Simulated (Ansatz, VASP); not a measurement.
Be in VASP and in Ansatz

```
Be
1.0
     2.34126    0.00000    0.00000
    -1.17063    2.02759    0.00000
     0.00000    0.00000    7.45630
Be
4
Direct
  0.00000 0.00000 0.00000
  0.00000 0.00000 0.50000
  0.33333 0.66667 0.25000
  0.66667 0.33333 0.75000
```

Alike in both runs: task single point; functional r2SCAN; k mesh 18 × 18 × 5; occupations fermi-dirac, width 0.1 eV; no spin polarisation.

```csv
,VASP,Ansatz
version,VASP 6.6.1,Ansatz 0.2.0
potentials or method,"VASP PAW PBE potentials, release 64 (Be), cutoff 520 eV","plane waves (500 eV) with PAW, scalar-relativistic"
valence electrons in the cell,8,8
```

VASP gave:

| Property | Result |
| --- | --- |
| pressure (GPa) | -11.6 |
| traceless stress, the component that is largest in VASP (GPa) | -0.25 |

Q: Estimate Ansatz's values.

A: Pressure (GPa): -11.6; traceless stress, the component that is largest in VASP (GPa): -0.28.

VASP's potentials were made for PBE, not for r2SCAN. The functional is the same, so the differences come from potentials, cutoffs and numerics.
